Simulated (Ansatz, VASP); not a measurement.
**Zn3O in VASP and in Ansatz**

```
Zn O
1.0
     3.76769    0.00000    0.00000
     0.00000    3.76769    0.00000
     0.00000    0.00000    3.76769
Zn O
3 1
Direct
  0.00000 0.50000 0.50000
  0.50000 0.00000 0.50000
  0.50000 0.50000 0.00000
  0.00000 0.00000 0.00000
```

Alike in both runs: functional PBE; k mesh 12 × 12 × 12; occupations gaussian, width 0.1 eV; no spin polarisation.

Ansatz relaxed the structure, and its values are those at the end. VASP's run is a single point on that final structure, the one shown.

|  | VASP | Ansatz |
| --- | --- | --- |
| version | VASP 6.6.1 | Ansatz 0.2.0 |
| potentials or method | VASP PAW PBE potentials, release 64 (Zn, O), cutoff 520 eV | scalar-relativistic, plane waves, PAW |
| valence electrons in the cell | 42 | 42 |

Ansatz gave:

```
gap on the k mesh at the Fermi level (eV) : none
pressure (GPa)                            : 0.0
```

Q: Which values does VASP return?

A: gap on the k mesh at the Fermi level (eV): none; pressure (GPa): 0.2.

A gap of «none» marks a metal or a gap that the smearing closes.
